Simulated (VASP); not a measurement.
# Hf5TiN6 (P-62m) in VASP: single point with PBE

Aim: the single point of Hf5TiN6 with PBE.

Program: VASP 6.6.1. These are calculated values, not measurements. Logs are shortened: lines on timing, memory, paths and dates and some standing lists are left out, and cuts for length are marked.

## Step 1: The cell of the first run

Symmetry: P-62m, No. 189, hexagonal system. The conventional cell has a = 5.419 Å, b = 5.419 Å, c = 5.408 Å, α = 90.00°, β = 90.00°, γ = 120.00°. Hf (site symmetry -6) has 6 N at 2.25 Å within 3.0 Å. Hf (site symmetry m2m) has 6 N at 2.25 to 2.29 Å and 10 Hf at 3.11 to 3.26 Å and 2 Ti at 3.24 Å within 3.3 Å. Ti (site symmetry -62m) has 6 N at 2.24 Å within 3.0 Å. Within 3.2 Å of N (site symmetry m) lie 1 Ti at 2.24 Å and 5 Hf at 2.25 to 2.29 Å and 8 N at 2.68 to 3.14 Å.

## Step 2: Single point, PBE

File INCAR:

```
SYSTEM = Hf5TiN6
PREC = Accurate
ENCUT = 520
EDIFF = 1E-6
ISMEAR = 0
SIGMA = 0.1
LREAL = .False.
LASPH = .True.
NELM = 80
ALGO = Normal
ISIF = 2
LWAVE = .False.
LCHARG = .False.
GGA = PE
NBANDS = 58
```

File KPOINTS:

```
Automatic mesh
0
Gamma
  12 12 8
  0 0 0
```

File POSCAR:

```
Hf5TiN6
1.0
    5.4189823550      0.0000000000      0.0000000000
   -2.7094911775      4.6929763821      0.0000000000
    0.0000000000      0.0000000000      5.4077747823
Hf Ti N
5 1 6
Direct
    0.3333333333      0.6666666667      0.5000000000
    0.6666666667      0.3333333333      0.5000000000
    0.0000000000      0.6690293842      0.0000000000
    0.6690293842      0.0000000000      0.0000000000
    0.3309706158      0.3309706158      0.0000000000
    0.0000000000      0.0000000000      0.5000000000
    0.0000000000      0.3304776582      0.7475163523
    0.6695223418      0.6695223418      0.7475163523
    0.3304776582      0.0000000000      0.7475163523
    0.0000000000      0.3304776582      0.2524836477
    0.6695223418      0.6695223418      0.2524836477
    0.3304776582      0.0000000000      0.2524836477
```

Potentials or basis: VASP PAW PBE potentials, release 64 (Hf_pv, Ti_sv, N).

Run with:

```bash
cat potpaw_PBE.64/Hf_pv/POTCAR potpaw_PBE.64/Ti_sv/POTCAR potpaw_PBE.64/N/POTCAR > POTCAR
mpirun -np 1 vasp_std > vasp.out
```

OUTCAR:

```text
SYSTEM = Hf5TiN6
   PREC = Accurate
   ENCUT = 520
   EDIFF = 1E-6
   ISMEAR = 0
   LREAL = .False.
   LASPH = .True.
   NELM = 80
   ISIF = 2
   GGA = PE

 ion  position               nearest neighbor table
   1  0.333  0.667  0.500-   9 2.25  12 2.25  10 2.25   7 2.25  11 2.25   8 2.25   6 3.13   2 3.13
                             2 3.13   6 3.13   6 3.13   2 3.13   3 3.26   3 3.26   4 3.26   4 3.26
   2  0.667  0.333  0.500-   7 2.25  10 2.25   9 2.25  12 2.25  11 2.25   8 2.25   1 3.13   6 3.13
                             1 3.13   6 3.13   6 3.13   1 3.13   4 3.26   4 3.26   3 3.26   3 3.26
   3  0.000  0.669  0.000-   8 2.25  11 2.25   9 2.25  12 2.25   7 2.29  10 2.29   4 3.11   5 3.11
                             4 3.14   5 3.14   5 3.14   4 3.14   6 3.24   6 3.24   1 3.26   1 3.26
   4  0.669  0.000  0.000-   7 2.25  10 2.25   8 2.25  11 2.25   9 2.29  12 2.29   5 3.11   3 3.11
                             5 3.14   3 3.14   5 3.14   3 3.14   6 3.24   6 3.24   2 3.26   2 3.26
   5  0.331  0.331  0.000-   7 2.25  10 2.25   9 2.25  12 2.25  11 2.29   8 2.29   4 3.11   3 3.11
                             4 3.14   3 3.14   3 3.14   4 3.14   6 3.24   6 3.24   2 3.26   2 3.26
   6  0.000  0.000  0.500-   9 2.24  12 2.24   7 2.24  10 2.24  11 2.24   8 2.24   1 3.13   2 3.13
                             2 3.13   1 3.13   2 3.13   1 3.13   4 3.24   4 3.24   3 3.24   5 3.24
   7  0.000  0.330  0.748-   6 2.24   5 2.25   4 2.25   2 2.25   1 2.25   3 2.29
   8  0.670  0.670  0.748-   6 2.24   3 2.25   4 2.25   1 2.25   2 2.25   5 2.29
   9  0.330  0.000  0.748-   6 2.24   5 2.25   3 2.25   1 2.25   2 2.25   4 2.29
  10  0.000  0.330  0.252-   6 2.24   5 2.25   4 2.25   2 2.25   1 2.25   3 2.29
  11  0.670  0.670  0.252-   6 2.24   3 2.25   4 2.25   1 2.25   2 2.25   5 2.29
  12  0.330  0.000  0.252-   6 2.24   5 2.25   3 2.25   1 2.25   2 2.25   4 2.29

  LATTYP: Found a hexagonal cell.
 ALAT       =     5.4189823550
 C/A-ratio  =     0.9979317938

  Lattice vectors:

 A1 = (   5.4189823550,   0.0000000000,   0.0000000000)
 A2 = (  -2.7094911775,   4.6929763821,   0.0000000000)
 A3 = (   0.0000000000,   0.0000000000,   5.4077747823)

Analysis of symmetry for initial positions (statically):
=====================================================================
 Subroutine PRICEL returns:
 Original cell was already a primitive cell.

 Routine SETGRP: Setting up the symmetry group for a
 hexagonal supercell.

 Subroutine GETGRP returns: Found 12 space group operations
 (whereof 12 operations were pure point group operations)
 out of a pool of 24 trial point group operations.

The static configuration has the point symmetry D_3h.

Analysis of symmetry for dynamics (positions and initial velocities):
=====================================================================
 Subroutine PRICEL returns:
 Original cell was already a primitive cell.

 Routine SETGRP: Setting up the symmetry group for a
 hexagonal supercell.

 Subroutine GETGRP returns: Found 12 space group operations
[... 145 lines left out ...]
  Fermi-wavevector in a.u.,A,eV,Ry     =   1.431779  2.705669 27.891807  2.049990
  Thomas-Fermi vector in A             =   2.551478
   LORBIT       =      0    0 simple, 1 ext, 2 COOP (PROOUT), +10 PAW based schemes
   GGA     = PE    functional components
   LHFCALC =     F    Hartree Fock is set to
   AEXX    =    0.0000 exact exchange contribution
   IVDW    =     0    specifies the selected vdW correction
   LEPSILON=     F    determine dielectric tensor
   LRPA    =     F    only Hartree local field effects (RPA)
 non-spin polarized calculation
 Gauss-broadening in eV      SIGMA  =   0.10
  energy-cutoff  :      520.00
  volume of cell :      137.53
 maximum number of plane-waves:      3747
   NGX = 21   NGY = 21   NGZ = 21

 number of electron      92.0000004 magnetization

 Free energy of the ion-electron system (eV)
  ---------------------------------------------------
  ext. energy  EPLUGINS =         0.00000000
  ---------------------------------------------------
  free energy    TOTEN  =      -127.79310795 eV

  energy without entropy =     -127.78246449  energy(sigma->0) =     -127.78778622

 E-fermi :   8.0879     XC(G=0): -12.6527

 val. band max:        8.0739707339   @ k =   0.2500   0.0000   0.5000
 cond. band min:       8.0922347551   @ k =   0.1667   0.1667   0.5000
 fundamental gap:      0.0182640213
 Fermi energy:         8.0879361856

 k-point     1 :       0.0000    0.0000    0.0000
  band No.  band energies     occupation
      1     -49.6012      2.00000
      2     -25.9779      2.00000
      3     -25.8431      2.00000
      4     -25.8431      2.00000
      5     -23.4437      2.00000
      6     -23.2939      2.00000
[... 1453 lines left out ...]
     57      11.7694      0.00000
     58      11.9465      0.00000

 [... further k-points ...]

------------------------ aborting loop because EDIFF is reached ----------------------------------------

  FORCE on cell =-STRESS in cart. coord.  units (eV):
  Direction    XX          YY          ZZ          XY          YZ          ZX
  --------------------------------------------------------------------------------------
  -------------------------------------------------------------------------------------
  Total       -1.6511068     -1.6511068     -1.6036844      0.0000000     -0.0000000     -0.0000000
  in kB      -19.2353923    -19.2353923    -18.6829213      0.0000000     -0.0000000     -0.0000000
  external PRESSURE =     -19.0512353 kB  Pullay stress =       0.0000000 kB

 VOLUME and BASIS-vectors are now :
 -----------------------------------------------------------------------------
  energy-cutoff  :      520.00
  volume of cell :      137.53
      direct lattice vectors                 reciprocal lattice vectors
     5.418982355  0.000000000  0.000000000     0.184536493  0.106542194  0.000000000
    -2.709491177  4.692976382  0.000000000     0.000000000  0.213084388  0.000000000
     0.000000000  0.000000000  5.407774782     0.000000000  0.000000000  0.184918944

 POSITION                                       TOTAL-FORCE (eV/Angst)
 -----------------------------------------------------------------------------------
     -0.00000      3.12865      2.70389        -0.000000      0.000000     -0.000000
      2.70949      1.56433      2.70389        -0.000000      0.000000     -0.000000
     -1.81273      3.13974      0.00000        -0.000145      0.000251     -0.000000
      3.62546      0.00000      0.00000         0.000290      0.000000     -0.000000
      0.89676      1.55324      0.00000        -0.000145     -0.000251     -0.000000
      0.00000      0.00000      2.70389        -0.000000      0.000000     -0.000000
     -0.89543      1.55092      4.04240        -0.030226      0.052352      0.036456
      1.81406      3.14205      4.04240        -0.030226     -0.052352      0.036456
      1.79085      0.00000      4.04240         0.060451      0.000000      0.036456
     -0.89543      1.55092      1.36537        -0.030226      0.052352     -0.036456
      1.81406      3.14205      1.36537        -0.030226     -0.052352     -0.036456
      1.79085      0.00000      1.36537         0.060451      0.000000     -0.036456
 -----------------------------------------------------------------------------------
    total drift:                               -0.000000     -0.000000      0.000000

  FREE ENERGIE OF THE ION-ELECTRON SYSTEM (eV)
  ---------------------------------------------------
  free  energy   TOTEN  =      -127.7931079523 eV

  energy  without entropy=     -127.7824644948  energy(sigma->0) =     -127.78778622
```

stdout:

```text
POSCAR found type information on POSCAR HfTiN
 POSCAR found :  3 types and      12 ions
 scaLAPACK will be used
 LDA part: xc-table for (Slater+PW92), standard interpolation
 POSCAR, INCAR and KPOINTS ok, starting setup
 FFT: planning ... GRIDC
 FFT: planning ... GRID_SOFT
 FFT: planning ... GRID
 WAVECAR not read
 entering main loop
```

It took 14 min on 1 thread of Intel Xeon Platinum 8559C (Emerald Rapids), shared host; peak memory 0.67 GiB.

What came out:

```
Free energy            : -127.7931 eV
Pressure               : -1.9 GPa
Largest force          : 0.071 eV/Å
Band gap on the k mesh : zero (bands 46 and 47 overlap by 0.93 eV)
```

Forces on the atoms (eV/Å):
```
Hf   0.000  0.000  0.000
Hf   0.000  0.000  0.000
Hf   0.000  0.000  0.000
Hf   0.000  0.000  0.000
Hf   0.000  0.000  0.000
Ti   0.000  0.000  0.000
N   -0.030  0.052  0.036
N   -0.030 -0.052  0.036
N    0.060  0.000  0.036
N   -0.030  0.052 -0.036
N   -0.030 -0.052 -0.036
N    0.060  0.000 -0.036
```

Caveat: spin-orbit coupling is left out, which moves the levels of the heavy elements.
